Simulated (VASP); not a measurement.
Write the native input for VASP 6.6.1 that does the following.

- Task: single point
- Functional: LDA
- Potentials or basis: VASP PAW LDA potentials, release 64 (Mg, S)
- Cutoff: 520 eV
- k mesh: 8 × 8 × 8
- Occupations: gaussian, width 0.05 eV
- Spin: no spin polarisation
- Dipole correction: no
- Further INCAR settings: ALGO = Normal; EDIFF = 1e-06; NBANDS = 11

The structure of MgS lies in POSCAR:

```
MgS
1.0
    0.0000000000      2.6666912500      2.7317325000
    2.6666912500      0.0000000000      2.7317325000
    2.6666912500      2.6666912500      0.0000000000
Mg S
1 1
Direct
    0.0000000000      0.0000000000      0.0000000000
    0.5000000000      0.5000000000      0.5000000000
```

This cell differs from its parent crystal: strain +0.025 along x and y, +0.050 along z.

These files were run (other wordings do the same):

INCAR

```
ALGO = Normal ; EDIFF = 1E-6
ENCUT = 520 ; GGA = CA
ISIF = 2 ; ISMEAR = 0
LASPH = T ; LCHARG = T
LELF = T ; LREAL = F
LVHAR = T ; LWAVE = F
NBANDS = 11 ; NELM = 100
PREC = Accurate ; SIGMA = 0.05
```

KPOINTS

```
k-points
0
Gamma
  8 8 8
```

Potentials or basis: VASP PAW LDA potentials, release 64 (Mg, S).

Launch:

```console
$ cat potpaw_LDA.64/Mg/POTCAR potpaw_LDA.64/S/POTCAR > POTCAR
$ mpirun -np 1 vasp_std > vasp.out
```

Results of the run:

- Pressure: -9.2 GPa
- Band gap on the k mesh: 2.25 eV, indirect (least direct gap 2.71 eV)

Caveat: the cell differs from its parent crystal (strain +0.025 along x and y, +0.050 along z).

Run time: 8.8 s on 1 thread of Intel(R) Xeon(R) 6975P-C (Granite Rapids), on a shared host, peak memory 0.15 GiB.
